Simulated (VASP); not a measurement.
Wanted: the native input for a VASP 6.6.1 run.

```
Task                   : relaxation of cell and atoms
Functional             : revPBE
Potentials or basis    : VASP PAW PBE potentials, release 64 (Cd)
Cutoff                 : 600 eV
k mesh                 : 12 × 12 × 12
Occupations            : fermi-dirac, width 0.1 eV
Spin                   : no spin polarisation
Dipole correction      : no
Further INCAR settings : ALGO = Normal; EDIFF = 1e-06; IBRION = 2; EDIFFG = -0.01; NSW = 80; ISIF = 3
```

The structure of Cd lies in POSCAR:

```
Cd
1.0
    0.0000000000      2.2099191412      2.2099191412
    2.2099191412      0.0000000000      2.2099191412
    2.2099191412      2.2099191412      0.0000000000
Cd
1
Direct
    0.0000000000      0.0000000000      0.0000000000
```

One way to write it, as run:

INCAR

```
PREC = Accurate ; ENCUT = 600
EDIFF = 1E-6 ; ISMEAR = -1
SIGMA = 0.1 ; LREAL = False
LASPH = True ; NELM = 60
ALGO = Normal ; ISIF = 3
LWAVE = False ; LCHARG = False
GGA = RE ; IBRION = 2
NSW = 80 ; EDIFFG = -0.01
```

KPOINTS

```
regular mesh
0
Gamma
  12 12 12
```

Potentials or basis: VASP PAW PBE potentials, release 64 (Cd).

Launch:

```bash
$ cat potpaw_PBE.64/Cd/POTCAR > POTCAR
$ mpirun -np 1 vasp_std > vasp.out
```

Results of the run:

* Relaxed volume: 24.09 Å³/atom
* Relaxed cell: a = 3.242 Å, b = 3.242 Å, c = 3.242 Å, α = 60.00°, β = 60.00°, γ = 60.00°
* Space group after relaxing (to 0.05 Å): Fm-3m (No. 225)
* Energy gained by relaxing: 33.6 meV/atom
* Ionic steps: 3
* Pressure after relaxing: 0.0 GPa
* Band gap on the k mesh: zero (band 6 reaches 3.95 eV, above the bottom of band 7 at 0.83 eV)

Caveat: the PAW data sets were made with another functional, which shifts forces and pressure a little.

Run time: 23 s on 1 thread of Intel(R) Xeon(R) Platinum 8488C (Sapphire Rapids), on a shared host, peak memory 0.17 GiB.
